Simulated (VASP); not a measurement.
A run of VASP 6.6.1 is set up as follows.

INCAR

```
SYSTEM = Al3Cu2
  PREC = Accurate
  ENCUT = 520
  EDIFF = 1E-7
  ISMEAR = 0
  SIGMA = 0.15
  LREAL = .FALSE.
  LASPH = .TRUE.
  NELM = 80
  ALGO = Fast
  ISIF = 2
  LWAVE = .FALSE.
  LCHARG = .FALSE.
  GGA = PS
  NBANDS = 24
```

File KPOINTS:

```
Automatic mesh
0
G
  12 12 10
  0 0 0
```

Contents of POSCAR:

```
Al3Cu2
1.0
    4.0985855951      0.0000000000      0.0000000000
   -2.0492927975      3.5494792449      0.0000000000
    0.0000000000      0.0000000000      4.9821008669
Al Cu
3 2
Direct
    0.0000000000      0.0000000000      0.0000000000
    0.3333333333      0.6666666667      0.3515059889
    0.6666666667      0.3333333333      0.6484940111
    0.3333333333      0.6666666667      0.8422899951
    0.6666666667      0.3333333333      0.1577100049
```

Potentials or basis: VASP PAW PBE potentials, release 64 (Al, Cu).

Run with:

```sh
$ cat potpaw_PBE.64/Al/POTCAR potpaw_PBE.64/Cu/POTCAR > POTCAR
$ mpirun -np 1 vasp_std > vasp.out
```

(1) Estimate the largest force.

(2) Predict the pressure.

Results:

(1) 0.004 eV/Å.

(2) 0.4 GPa.

Caveat: the PAW data sets were made with another functional, which shifts forces and pressure a little.
